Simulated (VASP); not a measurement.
Input of a VASP 6.6.1 run:

Contents of INCAR:

```
SYSTEM = AlRu
ALGO = Fast
EDIFF = 1E-7
ENCUT = 520
GGA = PE
ISIF = 2
ISMEAR = 0
LASPH = .TRUE.
LCHARG = .FALSE.
LREAL = .FALSE.
LWAVE = .FALSE.
NBANDS = 16
NELM = 80
PREC = Accurate
SIGMA = 0.1
```

KPOINTS

```
k-points
0
G
  6 6 6
  0 0 0
```

File POSCAR:

```
AlRu
1.0
    2.9824954400      0.0000000000      0.0000000000
    0.0000000000      2.9824954400      0.0000000000
    0.0000000000      0.0000000000      2.9824954400
Al Ru
1 1
Direct
    0.0000000000      0.0000000000      0.0000000000
    0.5000000000      0.5000000000      0.5000000000
```

Potentials or basis: VASP PAW PBE potentials, release 64 (Al, Ru_pv).

Run with:

```console
$ cat potpaw_PBE.64/Al/POTCAR potpaw_PBE.64/Ru_pv/POTCAR > POTCAR
$ mpirun -np 1 vasp_std > vasp.out
```

Q: What does it give for the pressure?

A: 4.5 GPa.
